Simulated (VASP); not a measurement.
Input of a VASP 6.6.1 run:

File INCAR:

```
SYSTEM = Li
ALGO     = Normal         ! electronic algorithm
EDIFF    = 1E-7           ! SCF threshold, eV
ENCUT    = 520            ! plane-wave cutoff, eV
GGA      = RP             ! functional
ISIF     = 2              ! what is computed and relaxed
ISMEAR   = -1             ! smearing method
LASPH    = .True.         ! aspherical terms in the spheres
LCHARG   = .False.        ! write CHGCAR
LREAL    = .False.        ! projectors in reciprocal space
LWAVE    = .False.        ! write WAVECAR
NBANDS   = 8              ! bands
NELM     = 60             ! most SCF steps
PREC     = Accurate       ! precision mode
SIGMA    = 0.1            ! smearing width, eV
```

KPOINTS

```
k-points
0
Gamma
  13 13 13
  0 0 0
```

Contents of POSCAR:

```
Li
1.0
    2.8797808530      0.0000000000      0.0000000000
    0.0000000000      2.8797808530      0.0000000000
    0.0000000000      0.0000000000      2.8797808530
Li
1
Direct
    0.0000000000      0.0000000000      0.0000000000
```

Potentials or basis: VASP PAW PBE potentials, release 64 (Li_sv).

Run with:

```bash
$ cat potpaw_PBE.64/Li_sv/POTCAR > POTCAR
$ mpirun -np 1 vasp_std > vasp.out
```

Problem. What does it give for the band gap on the k mesh?

Solution. Zero (an odd number of electrons rules out a gap without spin polarisation).
